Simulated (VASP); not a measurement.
A run of VASP 6.6.1:

INCAR

```
PREC = Accurate ; ENCUT = 520
EDIFF = 1E-7 ; ISMEAR = -1
SIGMA = 0.05 ; LREAL = F
LASPH = T ; NELM = 100
ALGO = Fast ; ISIF = 2
LWAVE = F ; LCHARG = T
GGA = PS ; LELF = T
LVHAR = T ; NBANDS = 44
```

File KPOINTS:

```
Automatic mesh
0
Gamma
  6 6 6
```

File POSCAR:

```
TlPt
1.0
    6.0407317986      0.0000000000      0.0000000000
   -3.0203658993      5.2314271950      0.0000000000
    0.0000000000      0.0000000000      4.1183867616
Tl Pt
3 3
Direct
    0.0000000000      0.5000000000      0.0000000000
    0.5000000000      0.5000000000      0.0000000000
    0.5000000000      0.0000000000      0.0000000000
    0.6666666667      0.3333333333      0.5000000000
    0.3333333333      0.6666666667      0.5000000000
    0.0000000000      0.0000000000      0.0000000000
```

Potentials or basis: VASP PAW PBE potentials, release 64 (Tl_d, Pt).

Launch:

```console
$ cat potpaw_PBE.64/Tl_d/POTCAR potpaw_PBE.64/Pt/POTCAR > POTCAR
$ mpirun -np 1 vasp_std > vasp.out
```

Hardware: 1 thread of Intel(R) Xeon(R) Platinum 8259CL CPU @ 2.50GHz (Skylake/Cascade Lake) (shared host).

Task: How long does it take, and how much memory?

Result: Wall time 5.3 min on 1 thread of Intel(R) Xeon(R) Platinum 8259CL CPU @ 2.50GHz (Skylake/Cascade Lake), with other jobs on the host, peak memory 0.32 GiB. Counts: scf iterations 16, k points 28.
